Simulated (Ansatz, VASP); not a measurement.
Hg2S: VASP beside Ansatz

```
Hg S
1.0
     0.00000    4.56411    4.56411
     4.56411    0.00000    4.56411
     4.56411    4.56411    0.00000
Hg S
4 2
Cartesian
  1.1821 1.1821 1.1821
  3.3820 3.3820 1.1821
  3.3820 1.1821 3.3820
  1.1821 3.3820 3.3820
  4.5641 4.5641 4.5641
  0.0000 0.0000 0.0000
```

Alike in both runs: task relaxation of cell and atoms; functional PBE; k mesh 4 × 4 × 4; occupations gaussian, width 0.1 eV; no spin polarisation.

|  | VASP | Ansatz |
| --- | --- | --- |
| version | VASP 6.6.1 | Ansatz 0.2.0 |
| potentials or method | VASP PAW PBE potentials, release 64 (Hg, S), cutoff 600 eV | scalar-relativistic, plane waves, PAW |
| valence electrons in the cell | 60 | 92 |

|  | VASP | Ansatz | Ansatz less VASP |
| --- | --- | --- | --- |
| gap on the k mesh at the Fermi level, each at its own relaxed structure (eV) | none | none | - |
| relaxed volume (Å³/atom) | 40.55 | 40.24 | -0.313 |
| relaxed length of the cell vector where the two differ most in proportion (Å) | 7.008 | 6.989 | -0.0180 |

A gap of «none» marks a metal or a gap that the smearing closes. VASP's potentials hold 60 valence electrons a cell and Ansatz's 92, so a difference there can come from the potentials and not from the codes.

Neither program's run includes spin-orbit coupling. Noted on VASP's run: the volume moved by over 15 % at a fixed basis, so the end points are rough.
